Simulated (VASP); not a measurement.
Wanted: the native input for a VASP 6.6.1 run.

| Quantity | Value |
| --- | --- |
| Task | single point |
| Functional | LDA |
| Potentials or basis | VASP PAW LDA potentials, release 64 (Zr_sv) |
| Cutoff | 520 eV |
| k mesh | 9 × 9 × 9 |
| Occupations | fermi-dirac, width 0.1 eV |
| Spin | non-collinear spin, zero start, spin-orbit coupling |
| Starting moments | [[0.0, 0.0, 0.0], [0.0, 0.0, 0.0]] μB |
| Dipole correction | no |
| Further INCAR settings | ALGO = Normal; EDIFF = 1e-06; NBANDS = 36 |

The structure of Zr lies in POSCAR:

```
Zr
1.0
    0.0000000000      3.0270582747      3.0270582747
    3.0270582747      0.0000000000      3.0270582747
    3.0270582747      3.0270582747      0.0000000000
Zr
2
Direct
    0.1250000000      0.1250000000      0.1250000000
    0.8750000000      0.8750000000      0.8750000000
```

This isn't the form of Zr at room conditions, which is hcp.

These files were run (other wordings do the same):

INCAR

```
PREC = Accurate ; ENCUT = 520
EDIFF = 1E-6 ; ISMEAR = -1
SIGMA = 0.1 ; LREAL = F
LASPH = T ; NELM = 150
ALGO = Normal ; ISIF = 2
LWAVE = F ; LCHARG = F
LNONCOLLINEAR = T ; MAGMOM = 0 0 0 0 0 0
LORBIT = 11 ; LSORBIT = T
GGA_COMPAT = F ; LORBMOM = T
LMAXMIX = 4 ; GGA = CA
NBANDS = 36
```

KPOINTS

```
regular mesh
0
Gamma
  9 9 9
```

Potentials or basis: VASP PAW LDA potentials, release 64 (Zr_sv).

Command:

```sh
$ cat potpaw_LDA.64/Zr_sv/POTCAR > POTCAR
$ mpirun -np 1 vasp_ncl > vasp.out
```

It gave:

```
Pressure                                              : 0.1 GPa
Net moment                                            : 0.00 μB per cell
Valence electrons inside the program's atomic spheres : Zr 10.22
```

It took 99 s on 1 thread of Intel(R) Xeon(R) Platinum 8375C CPU @ 2.90GHz (Ice Lake), with other jobs on the host, peak memory 0.29 GiB.
